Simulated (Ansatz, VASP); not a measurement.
## One calculation of Hf, two programs

```
Hf
1.0
     3.24323    0.00000    0.00000
    -1.62161    2.80872    0.00000
     0.00000    0.00000   10.46004
Hf
4
Direct
  0.00000 0.00000 0.00000
  0.00000 0.00000 0.50000
  0.33333 0.66667 0.75000
  0.66667 0.33333 0.25000
```

Alike in both runs: task relaxation of cell and atoms; functional r2SCAN; k mesh 6 × 6 × 2; occupations gaussian, width 0.1 eV; no spin polarisation.

```csv
,VASP,Ansatz
version,VASP 6.6.1,Ansatz 0.2.0
potentials or method,"VASP PAW PBE potentials, release 64 (Hf_pv), cutoff 550 eV","scalar-relativistic, plane waves, PAW"
valence electrons in the cell,40,104
```

Ansatz gave:

- gap on the k mesh at the Fermi level, each at its own relaxed structure (eV): none
- relaxed volume (Å³/atom): 22.43
- relaxed cell length with the largest relative difference (Å): 3.181

Q: What did VASP give for the same quantities?

A: gap on the k mesh at the Fermi level, each at its own relaxed structure (eV): none; relaxed volume (Å³/atom): 22.30; relaxed cell length with the largest relative difference (Å): 3.174.

VASP's potentials were made for PBE, not for r2SCAN. A gap of «none» marks a metal or a gap that the smearing closes. VASP's potentials hold 40 valence electrons a cell and Ansatz's 104, so a difference there can come from the potentials and not from the codes.

The k mesh is coarse, so the values compare programs but aren't converged. Spin-orbit coupling is off throughout.
